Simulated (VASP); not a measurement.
Wanted: the native input for a VASP 6.6.1 run.

```
Task                   : single point
Functional             : PBEsol
Potentials or basis    : VASP PAW PBE potentials, release 64 (Ge_d)
Cutoff                 : 520 eV
k mesh                 : 20 × 20 × 19
Occupations            : fermi-dirac, width 0.1 eV
Spin                   : no spin polarisation
Dipole correction      : no
Further INCAR settings : ALGO = Normal; EDIFF = 1e-06; NBANDS = 13
```

The structure of Ge lies in POSCAR:

```
Ge
1.0
    2.1260092013      0.0000000000      0.0000000000
   -1.0630046006      1.8411779770      0.0000000000
    0.0000000000      0.0000000000      1.9937958197
Ge
1
Direct
    0.0000000000      0.0000000000      0.0000000000
```

The input as run:

INCAR

```
PREC = Accurate
ENCUT = 520
EDIFF = 1E-6
ISMEAR = -1
SIGMA = 0.1
LREAL = False
LASPH = True
NELM = 100
ALGO = Normal
ISIF = 2
LWAVE = False
LCHARG = True
GGA = PS
LELF = True
LVHAR = True
NBANDS = 13
```

KPOINTS

```
Automatic mesh
0
Gamma
  20 20 19
```

Potentials or basis: VASP PAW PBE potentials, release 64 (Ge_d).

Launch:

```sh
$ cat potpaw_PBE.64/Ge_d/POTCAR > POTCAR
$ mpirun -np 1 vasp_std > vasp.out
```

Results of the run:

- Pressure: 476.4 GPa
- Band gap on the k mesh: zero (band 7 reaches 33.81 eV, above the bottom of band 8 at 14.72 eV)

Caveat: the PAW data sets were made with another functional, which shifts forces and pressure a little.

Wall time 16 s on 1 thread of Intel Xeon 6975P-C, with other jobs on the host, peak memory 0.15 GiB.
